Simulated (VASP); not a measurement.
Ag: single point with PBE

The system is Ag.

```
Ag
1.0
     0.00000    4.08620   -4.08620
     4.08620    4.08620    0.00000
     4.08620    0.00000   -4.08620
Ag
8
Direct
  0.50000 0.98616 0.50000
  0.50000 0.50000 0.50000
  0.00000 0.00000 0.50000
  0.00000 0.50000 0.50000
  0.50000 0.00000 0.00000
  0.50000 0.50000 0.00000
  0.00000 0.00000 0.00000
  0.00000 0.50000 0.00000
```

This cell differs from its parent crystal: atom 1 (Ag) moved +0.080 Å towards its neighbour atom 2 (Ag) at 2.889 Å.

* Program: VASP 6.6.1
* Task: single point
* Functional: PBE
* Potentials or basis: VASP PAW PBE potentials, release 64 (Ag)
* Cutoff: 520 eV
* k mesh: 10 × 10 × 10
* Occupations: gaussian, width 0.15 eV
* Spin: no spin polarisation
* Dipole correction: no
* Further INCAR settings: ALGO = Fast; EDIFF = 1e-06; NBANDS = 54

The pressure is 4.6 GPa, the largest force is 0.463 eV/Å and the band gap on the k mesh is zero (bands 44 and 45 overlap by 1.54 eV).

Forces in eV/Å, atoms in the order of the input:
```
Ag   0.327  0.327  0.000
Ag  -0.185 -0.185  0.000
Ag   0.010 -0.085  0.095
Ag  -0.085  0.010 -0.095
Ag  -0.085  0.010  0.095
Ag   0.010 -0.085 -0.095
Ag   0.010  0.010  0.000
Ag  -0.001 -0.001  0.000
```

Stress tensor (GPa, compression positive):
```
4.60 0.05 0.00
0.05 4.60 0.00
0.00 0.00 4.60
```

Levels at points of the mesh, in eV from the Fermi level:
```tsv
k point	band 41	band 42	band 43	band 44	band 45	band 46	band 47	band 48
(0.00, 0.00, 0.00)	-2.78	-0.41	-0.41	-0.40	-0.40	1.60	1.60	1.60
(0.50, 0.00, 0.00)	-2.93	-2.92	0.96	0.97	1.00	1.00	1.04	1.05
(0.00, 0.50, 0.00)	-2.93	-2.92	0.97	0.99	1.00	1.00	1.02	1.04
(0.50, 0.50, 0.00)	-2.78	-2.78	-0.59	-0.56	-0.55	-0.53	5.91	5.91
(0.50, 0.00, 0.50)	-2.78	-2.78	-0.60	-0.56	-0.56	-0.52	5.94	5.94
```

It took 28 min on 1 thread of Oxide Virtual Turin-like Processor (shared host), peak memory 0.88 GiB.

Caveat: the cell differs from its parent crystal (atom 1 (Ag) moved +0.080 Å towards its neighbour atom 2 (Ag) at 2.889 Å); the cell stands under pressure.
